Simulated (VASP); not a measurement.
Br: single point with PBEsol

Crystal: Br.

```xyz
4
Lattice="3.5925 -2.0119 0.0000 3.5925 2.0119 0.0000 0.0000 0.0000 8.5305" Properties=species:S:1:pos:R:3 pbc="T T T"
Br    3.5925   -1.3912    1.0242
Br    3.5925    1.3912    7.5063
Br    3.5925    0.6207    3.2411
Br    3.5925   -0.6207    5.2894
```

```
Program             : VASP 6.6.1
Task                : single point
Functional          : PBEsol
Potentials or basis : VASP PAW PBE potentials, release 64 (Br)
Cutoff              : 520 eV
k mesh              : 12 × 12 × 6
Occupations         : gaussian, width 0.05 eV
Spin                : no spin polarisation
```

```
Pressure               : 0.0 GPa
Largest force          : 0.014 eV/Å
Band gap on the k mesh : 1.21 eV (least direct gap 1.28 eV)
```

Forces in eV/Å, atoms in the order of the input:
```
Br   0.000  0.008  0.012
Br   0.000 -0.008 -0.012
Br   0.000  0.008 -0.012
Br   0.000 -0.008  0.012
```

Stress tensor (GPa, compression positive):
```
0.00 0.00 0.00
0.00 0.03 0.00
0.00 0.00 0.10
```

Levels at points of the mesh, in eV from the valence-band top:
```tsv
k point	band 10	band 11	band 12	band 13	band 14	band 15	band 16	band 17	band 18	band 19
(0.00, 0.00, 0.00)	-1.58	-1.56	-0.72	-0.66	0.00	1.28	2.29	5.51	6.47	6.48
(0.50, 0.00, 0.00)	-2.18	-1.73	-1.73	-0.84	-0.84	2.49	2.49	6.52	6.52	8.72
(0.50, 0.50, 0.00)	-2.19	-2.05	-1.68	-0.82	-0.29	1.24	2.13	6.41	7.62	7.85
(0.00, 0.00, 0.50)	-1.89	-1.16	-1.16	-0.27	-0.27	1.54	1.54	6.15	6.15	7.47
(0.50, 0.00, 0.50)	-2.27	-0.96	-0.96	-0.09	-0.09	1.65	1.65	6.95	6.95	7.90
(0.50, 0.50, 0.50)	-2.08	-1.31	-1.31	-1.07	-1.07	1.48	1.48	7.59	7.59	8.66
```

Wall time 7.2 min on 1 thread of AMD EPYC 7R43 64-Core Processor (Zen 3), on a shared host, peak memory 0.43 GiB.

Caveat: the PAW data sets were made with another functional, which shifts forces and pressure a little. A k mesh can miss the band edges.
